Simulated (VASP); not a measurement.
# Sr (P6/mmm) in VASP: further runs

The runs below take Sr through single point, relaxation of cell and atoms, with PBE.

Program: VASP 6.6.1. These are calculated values, not measurements. Logs are shortened: lines on timing, memory, paths and dates and some standing lists are left out, and cuts for length are marked.

## (1) The cell of the first run

It takes space group P6/mmm (No. 191, hexagonal). The conventional cell has a = 5.174 Å, b = 5.174 Å, c = 3.037 Å, α = 90.00°, β = 90.00°, γ = 120.00°. Within 4.0 Å of Sr (site symmetry 6/mmm) lie 14 Sr at 3.04 to 3.35 Å. Sr (site symmetry -6m2) has 11 Sr at 2.99 to 3.35 Å within 3.9 Å.

This isn't the form of Sr at room conditions, which is fcc.

## (2) Single point, PBE

INCAR reads:

```
PREC = Accurate
ENCUT = 520
EDIFF = 1E-7
ISMEAR = -1
SIGMA = 0.05
LREAL = False
LASPH = True
NELM = 60
ALGO = Normal
ISIF = 2
LWAVE = False
LCHARG = True
GGA = PE
LELF = True
LVHAR = True
NBANDS = 22
```

KPOINTS reads:

```
regular mesh
0
Gamma
  7 7 10
```

POSCAR reads:

```
Sr
1.0
    5.1740456064      0.0000000000      0.0000000000
   -2.5870228032      4.4808549354      0.0000000000
    0.0000000000      0.0000000000      3.0367939651
Sr
3
Direct
    0.0000000000      0.0000000000      0.0000000000
    0.3333333333      0.6666666667      0.5000000000
    0.6666666667      0.3333333333      0.5000000000
```

Potentials or basis: VASP PAW PBE potentials, release 64 (Sr_sv).

Started as:

```
$ cat potpaw_PBE.64/Sr_sv/POTCAR > POTCAR
$ mpirun -np 1 vasp_std > vasp.out
```

OUTCAR:

```text
PREC = Accurate
   ENCUT = 520
   EDIFF = 1E-7
   ISMEAR = -1
   LREAL = False
   LASPH = True
   NELM = 60
   ISIF = 2
   GGA = PE

 ion  position               nearest neighbor table
   1  0.000  0.000  0.000-   2 3.35   3 3.35   2 3.35   3 3.35   2 3.35   2 3.35   3 3.35   3 3.35
                             3 3.35   3 3.35   2 3.35   2 3.35
   2  0.333  0.667  0.500-   3 2.99   3 2.99   3 2.99   1 3.35   1 3.35   1 3.35   1 3.35   1 3.35
                             1 3.35   3 4.26   3 4.26   3 4.26   3 4.26   3 4.26   3 4.26
   3  0.667  0.333  0.500-   2 2.99   2 2.99   2 2.99   1 3.35   1 3.35   1 3.35   1 3.35   1 3.35
                             1 3.35   2 4.26   2 4.26   2 4.26   2 4.26   2 4.26   2 4.26

  LATTYP: Found a hexagonal cell.
 ALAT       =     5.1740456064
 C/A-ratio  =     0.5869283335

  Lattice vectors:

 A1 = (   5.1740456064,   0.0000000000,   0.0000000000)
 A2 = (  -2.5870228032,   4.4808549354,   0.0000000000)
 A3 = (   0.0000000000,   0.0000000000,   3.0367939651)

Analysis of symmetry for initial positions (statically):
=====================================================================
 Subroutine PRICEL returns:
 Original cell was already a primitive cell.

 Routine SETGRP: Setting up the symmetry group for a
 hexagonal supercell.

 Subroutine GETGRP returns: Found 24 space group operations
 (whereof 24 operations were pure point group operations)
 out of a pool of 24 trial point group operations.

The static configuration has the point symmetry D_6h.

Analysis of symmetry for dynamics (positions and initial velocities):
=====================================================================
 Subroutine PRICEL returns:
 Original cell was already a primitive cell.

 Routine SETGRP: Setting up the symmetry group for a
 hexagonal supercell.

 Subroutine GETGRP returns: Found 24 space group operations
 (whereof 24 operations were pure point group operations)
 out of a pool of 24 trial point group operations.

The dynamic configuration has the point symmetry D_6h.

 Subroutine INISYM returns: Found 24 space group operations
 (whereof 24 operations are pure point group operations),
 and found     1 'primitive' translations

----------------------------------------------------------------------------------------

                                     Primitive cell

  volume of cell :      70.4055

  direct lattice vectors                    reciprocal lattice vectors
     5.174045606  0.000000000  0.000000000     0.193272359  0.111585849  0.000000000
    -2.587022803  4.480854935  0.000000000     0.000000000  0.223171697  0.000000000
     0.000000000  0.000000000  3.036793965     0.000000000  0.000000000  0.329294648

  length of vectors
     5.174045606  5.174045606  3.036793965     0.223171697  0.223171697  0.329294648

  position of ions in fractional coordinates (direct lattice)
     0.000000000  0.000000000  0.000000000
     0.333333333  0.666666667  0.500000000
     0.666666667  0.333333333  0.500000000

  ion indices of the primitive-cell ions
   primitive index   ion index
                 1           1
                 2           2
                 3           3

----------------------------------------------------------------------------------------

 KPOINTS: regular mesh

Automatic generation of k-mesh.
 Grid dimensions read from file:
 generate k-points for:    7    7   10

 Generating k-lattice:

  Cartesian coordinates                     Fractional coordinates (reciprocal lattice)
     0.027610337  0.015940836  0.000000000     0.142857143  0.000000000  0.000000000
     0.000000000  0.031881671  0.000000000     0.000000000  0.142857143  0.000000000
     0.000000000  0.000000000  0.032929465     0.000000000  0.000000000  0.100000000

  Length of vectors
     0.031881671  0.031881671  0.032929465

  Shift w.r.t. Gamma in fractional coordinates (k-lattice)
     0.000000000  0.000000000  0.000000000

 Subroutine IBZKPT returns following result:
 ===========================================

 Found     48 irreducible k-points:

 Following reciprocal coordinates:
            Coordinates               Weight
  0.000000  0.000000  0.000000      1.000000
  0.142857  0.000000  0.000000      6.000000
  0.285714 -0.000000  0.000000      6.000000
  0.428571  0.000000  0.000000      6.000000
  0.142857  0.142857  0.000000      6.000000
  0.285714  0.142857  0.000000     12.000000
[... 16 lines left out ...]
  0.428571  0.142857  0.200000     12.000000
  0.285714  0.285714  0.200000     12.000000
 [... further k-points ...]
   k-points           NKPTS =     48   k-points in BZ     NKDIM =     48   number of bands    NBANDS=     22
   number of dos      NEDOS =    301   number of ions     NIONS =      3
   total plane-waves  NPLWV =  38400
   dimension x,y,z NGX =    40 NGY =   40 NGZ =   24
   dimension x,y,z NGXF=    80 NGYF=   80 NGZF=   48
   ions per type =               3
   NGX,Y,Z   is equivalent  to a cutoff of  12.85, 12.85, 13.14 a.u.
   NGXF,Y,Z  is equivalent  to a cutoff of  25.70, 25.70, 26.28 a.u.
 SYSTEM =  unknown system
   PREC   = accura    normal or accurate (medium, high low for compatibility)
   ISTART =      0    job   : 0-new  1-cont  2-samecut
   ICHARG =      2    charge: 1-file 2-atom 10-const
   ISPIN  =      1    spin polarized calculation?
   LNONCOLLINEAR =      F non collinear calculations
   LSORBIT =      F    spin-orbit coupling
   LASPH  =      T    aspherical Exc in radial PAW
   ENCUT  =  520.0 eV  38.22 Ry    6.18 a.u.   9.62  9.62  5.65*2*pi/ulx,y,z
   NELM   =     60;   NELMIN=  2; NELMDL= -5     # of ELM steps
   EDIFF  = 0.1E-06   stopping-criterion for ELM
   LREAL  =      F    real-space projection
   EDIFFG = 0.1E-05   stopping-criterion for IOM
   NSW    =      0    number of steps for IOM
   IBRION =     -1    ionic relax: 0-MD 1-quasi-New 2-CG
   NFREE  =      0    steps in history (QN), initial steepest desc. (CG)
   ISIF   =      2    stress and relaxation
   ISYM   =      2    0-nonsym 1-usesym 2-fastsym
   POTIM  = 0.5000    time-step for ionic-motion
   TEBEG  =    0.0;   TEEND  =   0.0 temperature during run
   PSTRESS=    0.0 pullay stress
   NELECT =      30.0000    total number of electrons
   NUPDOWN=      -1.0000    fix difference up-down
   EMIN   =  10.00;   EMAX   =-10.00  energy-range for DOS
   EFERMI =   0.00;   METHOD = LEGACY
   ISMEAR =    -1;   SIGMA  =   0.05  broadening in eV -4-tet -1-fermi 0-gaus
   EFERMI_NEDOS =   21; number of points for ismear=-14 and -15
   IALGO  =     38    algorithm
   IMIX   =      4    mixing-type and parameters
     AMIX     =   0.40;   BMIX     =  1.00
     AMIX_MAG =   1.60;   BMIX_MAG =  1.00
  volume/ion in A,a.u.               =      23.47       158.37
  Fermi-wavevector in a.u.,A,eV,Ry     =   1.231912  2.327977 20.648306  1.517608
  Thomas-Fermi vector in A             =   2.366703
   LORBIT       =      0    0 simple, 1 ext, 2 COOP (PROOUT), +10 PAW based schemes
   GGA     = PE    functional components
   LHFCALC =     F    Hartree Fock is set to
   AEXX    =    0.0000 exact exchange contribution
   IVDW    =     0    specifies the selected vdW correction
   LEPSILON=     F    determine dielectric tensor
   LRPA    =     F    only Hartree local field effects (RPA)
 non-spin polarized calculation
  energy-cutoff  :      520.00
  volume of cell :       70.41
 maximum number of plane-waves:      1931
 NGX is ok and might be reduce to    40
   NGX = 19   NGY = 19   NGZ = 11

 number of electron      30.0000000 magnetization

 Free energy of the ion-electron system (eV)
  ---------------------------------------------------
  ext. energy  EPLUGINS =         0.00000000
  ---------------------------------------------------
  free energy    TOTEN  =         0.95943376 eV

  energy without entropy =        0.98812731  energy(sigma->0) =        0.97378053

 E-fermi :   5.4508     XC(G=0): -10.5155

 val. band max:        5.4347837856   @ k =   0.4286   0.1429   0.5000
 cond. band min:       5.4595972452   @ k =   0.1429   0.1429   0.4000
 fundamental gap:      0.0248134596
 Fermi energy:         5.4508401489

 k-point     1 :       0.0000    0.0000    0.0000
  band No.  band energies     occupation
      1     -30.3298      2.00000
      2     -29.7766      2.00000
      3     -29.6902      2.00000
      4     -13.0458      2.00000
      5     -13.0458      2.00000
      6     -12.5462      2.00000
[... 14 lines left out ...]
     21       9.4814      0.00000
     22       9.4814      0.00000

 k-point     2 :       0.1429    0.0000    0.0000
  band No.  band energies     occupation
      1     -30.3013      2.00000
      2     -29.7985      2.00000
      3     -29.7003      2.00000
      4     -13.2086      2.00000
      5     -13.1264      2.00000
      6     -12.3335      2.00000
[... 14 lines left out ...]
     21       9.0529      0.00000
     22       9.7502      0.00000

 k-point     3 :       0.2857   -0.0000    0.0000
  band No.  band energies     occupation
      1     -30.2235      2.00000
      2     -29.8603      2.00000
      3     -29.7245      2.00000
      4     -13.4206      2.00000
      5     -13.0912      2.00000
      6     -11.9802      2.00000
[... 14 lines left out ...]
     21       8.7623      0.00000
     22       9.8515      0.00000
[... 476 lines left out ...]
 k-point    23 :       0.4286    0.1429    0.2000
  band No.  band energies     occupation
      1     -29.9944      2.00000
      2     -29.8809      2.00000
      3     -29.6715      2.00000
      4     -13.3016      2.00000
      5     -12.7712      2.00000
      6     -12.4804      2.00000
[... 14 lines left out ...]
     21       8.9467      0.00000
     22       9.0992      0.00000

 k-point    24 :       0.2857    0.2857    0.2000
  band No.  band energies     occupation
      1     -29.9789      2.00000
      2     -29.8885      2.00000
      3     -29.6801      2.00000
      4     -13.2379      2.00000
      5     -12.8079      2.00000
      6     -12.5234      2.00000
[... 14 lines left out ...]
     21       8.6907      0.00000
     22       9.0854      0.00000

 [... further k-points ...]

------------------------ aborting loop because EDIFF is reached ----------------------------------------

  FORCE on cell =-STRESS in cart. coord.  units (eV):
  Direction    XX          YY          ZZ          XY          YZ          ZX
  --------------------------------------------------------------------------------------
  -------------------------------------------------------------------------------------
  Total       14.7175339     14.7175339     14.7194466      0.0000000     -0.0000000     -0.0000000
  in kB      334.9185200    334.9185200    334.9620447      0.0000000     -0.0000000     -0.0000000
  external PRESSURE =     334.9330283 kB  Pullay stress =       0.0000000 kB

 VOLUME and BASIS-vectors are now :
 -----------------------------------------------------------------------------
  energy-cutoff  :      520.00
  volume of cell :       70.41
      direct lattice vectors                 reciprocal lattice vectors
     5.174045606  0.000000000  0.000000000     0.193272359  0.111585849  0.000000000
    -2.587022803  4.480854935  0.000000000     0.000000000  0.223171697  0.000000000
     0.000000000  0.000000000  3.036793965     0.000000000  0.000000000  0.329294648

 POSITION                                       TOTAL-FORCE (eV/Angst)
 -----------------------------------------------------------------------------------
      0.00000      0.00000      0.00000         0.000000      0.000000      0.000000
     -0.00000      2.98724      1.51840         0.000000      0.000000      0.000000
      2.58702      1.49362      1.51840        -0.000000     -0.000000     -0.000000
 -----------------------------------------------------------------------------------
    total drift:                                0.000000     -0.000000      0.000000

  FREE ENERGIE OF THE ION-ELECTRON SYSTEM (eV)
  ---------------------------------------------------
  free  energy   TOTEN  =         0.9594337601 eV

  energy  without entropy=        0.9881273060  energy(sigma->0) =        0.97378053
```

It took 27 s on 1 thread of Intel Xeon 6975P-C (Granite Rapids), shared host; peak memory 0.21 GiB.

What came out:

```
Free energy            : 0.9594 eV
Pressure               : 33.5 GPa
Band gap on the k mesh : zero (bands 15 and 16 overlap by 2.04 eV)
```

Caveat: the cell stands under pressure.

## (3) Relaxation of cell and atoms, PBE, target pressure 33 GPa, at which the enthalpy is minimised

INCAR reads:

```
  PREC = Accurate
  ENCUT = 600
  EDIFF = 1E-6
  ISMEAR = -1
  SIGMA = 0.05
  LREAL = F
  LASPH = T
  NELM = 100
  ALGO = Normal
  ISIF = 3
  LWAVE = F
  LCHARG = F
  GGA = PE
  IBRION = 2
  NSW = 32
  EDIFFG = -0.005
  PSTRESS = 330.0
```

KPOINTS reads:

```
Automatic mesh
0
Gamma
  7 7 10
```

POSCAR is that of step 2.

Potentials or basis: VASP PAW PBE potentials, release 64 (Sr_sv).

Started as:

```
$ cat potpaw_PBE.64/Sr_sv/POTCAR > POTCAR
$ mpirun -np 1 vasp_std > vasp.out
```

Run time: 70 s. Hardware: 1 thread of Intel Xeon 6975P-C (Granite Rapids), shared host; peak memory 0.24 GiB.

Results (log left out):

```yaml
Free_energy: 0.8684 eV
Relaxed_volume: 23.61 Å³/atom
Relaxed_cell: a = 5.185 Å, b = 5.185 Å, c = 3.043 Å, α = 90.00°, β = 90.00°, γ = 120.00°
Space_group_after_relaxing_to_0.1_Å: P6/mmm (No. 191)
Energy_change_on_relaxing_the_run_minimises_the_enthalpy: -30.3 meV/atom
Ionic_steps: 3
Pressure_after_relaxing: 33.0 GPa
Band_gap_on_the_k_mesh: zero (bands 15 and 16 overlap by 2.01 eV)
```

The path:
```
step  energy change (eV)  largest force (eV/Å)  pressure (GPa)  volume (Å³)
   1              0.0000                0.0000           33.50        70.41
   2             -0.1540                0.0000           32.66        71.15
   3             -0.0910                0.0000           33.00        70.84
```

Final structure:
```xyz
3
Lattice="5.1847 0.0000 0.0000 -2.5924 4.4901 0.0000 0.0000 0.0000 3.0431" Properties=species:S:1:pos:R:3 pbc="T T T"
Sr   -2.5924    4.4901    0.0000
Sr    0.0000    2.9934    1.5216
Sr    2.5924    1.4967    1.5216
```

Levels at points of the mesh, in eV from the Fermi level:
```
           k point  band 12  band 13  band 14  band 15  band 16  band 17  band 18  band 19
(0.00, 0.00, 0.00)   -16.32    -3.76    -0.87     1.53     1.53     1.61     1.61     1.65
(0.00, 0.00, 0.50)   -16.83    -1.65    -1.65    -0.48    -0.48     0.37     1.08     2.85
```

Caveat: the cell is relaxed towards a set pressure, so the run minimises the enthalpy, not the energy.

The gap in the log of VASP goes by the Fermi energy; the results here count the filled bands.